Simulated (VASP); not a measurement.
CaO, 2 atoms in the cell. Symmetry: I4/mmm, No. 139, tetragonal system. Conventional cell: a = 3.186 Å, b = 3.186 Å, c = 4.702 Å, α = 90.00°, β = 90.00°, γ = 90.00°. Within 3.0 Å of Ca (site symmetry 4/mmm) lie 6 O at 2.25 to 2.35 Å. Within 3.0 Å of O (site symmetry 4/mmm) lie 6 Ca at 2.25 to 2.35 Å.  This cell differs from its parent crystal: strain -0.080 along x and y, -0.040 along z.

* Program: VASP 6.6.1
* Task: single point
* Functional: r2SCAN
* Potentials or basis: VASP PAW PBE potentials, release 64 (Ca_sv, O_h)
* Cutoff: 910 eV
* k mesh: 8 × 8 × 8
* Occupations: gaussian, width 0.05 eV
* Spin: no spin polarisation
* Dipole correction: no
* Further INCAR settings: ALGO = Normal; EDIFF = 1e-06; NBANDS = 15

Potentials or basis: VASP PAW PBE potentials, release 64 (Ca_sv, O_h).

Launch:

```bash
$ cat potpaw_PBE.64/Ca_sv/POTCAR potpaw_PBE.64/O_h/POTCAR > POTCAR
$ cp INCAR.step1 INCAR
$ mpirun -np 1 vasp_std > vasp.out
$ cp INCAR.step2 INCAR
$ mpirun -np 1 vasp_std > vasp.out
```

Hardware: 1 thread of AMD EPYC 7R13 Processor (Zen 3) (shared host).

Estimate the wall time of this run.

It took 100 s on 1 thread of AMD EPYC 7R13 Processor (Zen 3), on a shared host, peak memory 0.19 GiB. Counts: k points 59.
